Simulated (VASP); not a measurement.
GaCo, 2 atoms in the cell. The structure is orthorhombic, space group Amm2 (No. 38). The conventional cell has a = 2.883 Å, b = 4.077 Å, c = 4.077 Å, α = 90.00°, β = 90.00°, γ = 90.00°. Ga (site symmetry mm2) has 8 Co at 2.42 to 2.58 Å and 6 Ga at 2.88 Å within 3.2 Å. Within 3.2 Å of Co (site symmetry mm2) lie 8 Ga at 2.42 to 2.58 Å and 6 Co at 2.88 Å.  This cell differs from its parent crystal: atom 2 (Co) moved by (-0.100, +0.000) A along [1 1 0] and z.

```yaml
Program: VASP 6.6.1
Task: single point
Functional: PBEsol
Potentials_or_basis: VASP PAW PBE potentials, release 64 (Ga_d, Co)
Cutoff: 520 eV
k_mesh: 16 × 16 × 16
Occupations: gaussian, width 0.15 eV
Spin: no spin polarisation
Dipole_correction: no
Further_INCAR_settings: ALGO = Fast; EDIFF = 1e-06; NBANDS = 18
```

Potentials or basis: VASP PAW PBE potentials, release 64 (Ga_d, Co).

Run with:

```console
$ cat potpaw_PBE.64/Ga_d/POTCAR potpaw_PBE.64/Co/POTCAR > POTCAR
$ mpirun -np 1 vasp_std > vasp.out
```

Hardware: 1 thread of AMD EPYC 7R13 Processor (Zen 3), on a shared host.

Problem. How long does it take, and how much memory?

Solution. Run time: 5 min on 1 thread of AMD EPYC 7R13 Processor (Zen 3), with other jobs on the host, peak memory 0.36 GiB. Counts: scf iterations 16, k points 657.
